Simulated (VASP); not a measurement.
The system is MgO.

```
CELL_PARAMETERS angstrom
0.00000 2.27499 2.27499
2.27499 0.00000 2.27499
2.27499 2.27499 0.00000
ATOMIC_POSITIONS crystal
Mg 0.50000 0.50000 0.50000
O 0.75000 0.75000 0.75000
```

Base run:

```yaml
Program: VASP 6.6.1
Functional: PBEsol
Potentials_or_basis: VASP PAW PBE potentials, release 64 (Mg, O)
Cutoff: 520 eV
k_mesh: 10 × 10 × 10
Occupations: fermi-dirac, width 0.05 eV
Spin: no spin polarisation
```

Its results: band gap on the k mesh 3.58 eV, direct; pressure 1.8 GPa.

Problem. The run is repeated on the same cell with these changes: functional from PBEsol to PBE. What comes out?

Solution. Band gap on the k mesh 3.69 eV, direct; pressure 4.7 GPa.

PBE binds less tightly than PBEsol, so the same cell stands under more pressure.

Caveats: the PAW data sets were made with another functional, which shifts forces and pressure a little (some runs).

